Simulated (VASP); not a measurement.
Here is a VASP 6.6.1 calculation.

The input INCAR:

```
SYSTEM = GaAs
PREC     = Accurate       ! precision mode
ENCUT    = 500            ! plane-wave cutoff, eV
EDIFF    = 1E-8           ! SCF threshold, eV
ISMEAR   = 0              ! smearing method
SIGMA    = 0.01           ! smearing width, eV
LREAL    = .FALSE.        ! projectors in reciprocal space
LASPH    = .TRUE.         ! aspherical terms in the spheres
NELM     = 120            ! most SCF steps
ALGO     = Normal         ! electronic algorithm
ISIF     = 2              ! what is computed and relaxed
LWAVE    = .FALSE.        ! write WAVECAR
LCHARG   = .FALSE.        ! write CHGCAR
GGA      = PE             ! functional
NBANDS   = 16             ! bands
IBRION   = 8              ! ionic algorithm
NSW      = 1              ! ionic steps
LEPSILON = .TRUE.         ! dielectric tensor by DFPT
GGA_COMPAT= .FALSE.
```

KPOINTS

```
Automatic mesh
0
G
  3 3 6
  0 0 0
```

Contents of POSCAR:

```
GaAs
1.0
    0.0000000000      2.8265000000      2.8265000000
    2.8265000000      0.0000000000      2.8265000000
    2.8265000000      2.8265000000      0.0000000000
Ga As
1 1
Direct
    0.0000000000      0.0000000000      0.0000000000
    0.2500000000      0.2500000000      0.2500000000
```

Potentials or basis: VASP PAW PBE potentials, release 64 (Ga_d, As).

The run is started by

```sh
$ cat potpaw_PBE.64/Ga_d/POTCAR potpaw_PBE.64/As/POTCAR > POTCAR
$ mpirun -np 1 vasp_std > vasp.out
```

Estimate the electronic dielectric tensor (diagonal).

167.96.

Estimate the Born charges (mean of the diagonal).

Ga +4.03; As -4.03 e.

Predict the highest phonon frequency at Γ, LO-TO splitting left out.

271 cm⁻¹.

Phonon frequencies in cm⁻¹ (negative: imaginary):
```
              q point        frequencies
(0.000, 0.000, 0.000)  0 0 0 271 271 271
```

Caveat: the k points lie up to 0.61 Å⁻¹ apart; the cell stands under pressure or tension, which shifts response properties.
